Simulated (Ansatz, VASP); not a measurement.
## Two plane-wave programs on LiBe4

File INCAR:

```
ALGO     = Normal         # electronic algorithm
EDIFF    = 1E-7           # SCF threshold, eV
EDIFFG   = -0.08          # ionic threshold
ENCUT    = 750            # plane-wave cutoff, eV
GGA      = PE             # functional
GGA_COMPAT= F            
IBRION   = 2              # ionic algorithm
ISIF     = 3              # what is computed and relaxed
ISMEAR   = 0              # smearing method
LASPH    = T              # aspherical terms in the spheres
LCHARG   = F              # write CHGCAR
LREAL    = F              # projectors in reciprocal space
LWAVE    = F              # write WAVECAR
NELM     = 120            # most SCF steps
NELMIN   = 4            
NSW      = 36             # ionic steps
PREC     = Accurate       # precision mode
SIGMA    = 0.2            # smearing width, eV
```

KPOINTS

```
k-points
0
Gamma
  5 5 5
```

File POSCAR:

```
LiBe4
1.0
   -2.1738336700      2.1738336700      2.1738336700
    2.1738336700     -2.1738336700      2.1738336700
    2.1738336700      2.1738336700     -2.1738336700
Li Be
1 4
Direct
    0.0000000000      0.0000000000      0.0000000000
    0.0000000000      0.0000000000      0.5000000000
    0.0000000000      0.5000000000      0.0000000000
    0.5000000000      0.0000000000      0.0000000000
    0.5000000000      0.5000000000      0.5000000000
```

Input for Ansatz:

```yaml
crystal:
  lattice:
    - [-2.17383367, 2.17383367, 2.17383367]
    - [2.17383367, -2.17383367, 2.17383367]
    - [2.17383367, 2.17383367, -2.17383367]
  atoms:
    - { symbol: Li, position: [0.0, 0.0, 0.0] }
    - { symbol: Be, position: [0.0, 0.0, 0.5] }
    - { symbol: Be, position: [0.0, 0.5, 0.0] }
    - { symbol: Be, position: [0.5, 0.0, 0.0] }
    - { symbol: Be, position: [0.5, 0.5, 0.5] }
basis:
  ecutwfc: 420
kpoints:
  mp_grid: { grid: [5, 5, 5] }
hamiltonian:
  xc: pbe
scf:
  occupations: { method: gaussian, width: 0.2 }
  lower_state_search: "off"
output:
  forces: true
  stress: true
  eigenvalues: true
relax:
  adjacent_minimum: "off"
  f_tol: 0.08
  max_steps: 16
  cell: { stress_tol: 0.8 }
```

Change from the starting cell: species swapped into the CrGa4 type (Im-3m, No. 229).

Alike in both runs: task relaxation of cell and atoms; functional PBE; k mesh 5 × 5 × 5; occupations gaussian, width 0.2 eV; no spin polarisation.

|  | VASP | Ansatz |
| --- | --- | --- |
| version | VASP 6.6.1 | Ansatz 0.2.0 |
| potentials or method | VASP PAW PBE potentials, release 64 (Li_sv, Be), cutoff 750 eV | scalar-relativistic, plane waves, PAW |
| valence electrons in the cell | 11 | 11 |

|  | VASP | Ansatz | Ansatz less VASP |
| --- | --- | --- | --- |
| gap on the k mesh at the Fermi level, each at its own relaxed structure (eV) | none | none | - |
| relaxed volume (Å³/atom) | 11.79 | 11.77 | -0.026 |
| relaxed length of the cell vector where the two differ most in proportion (Å) | 4.247 | 4.244 | -0.0031 |

A gap of «none» marks a metal or a gap that the smearing closes.

The k mesh is coarse, so the values compare programs but aren't converged. Noted on VASP's run: the volume moved by over 15 % at a fixed basis, so the end points are rough.
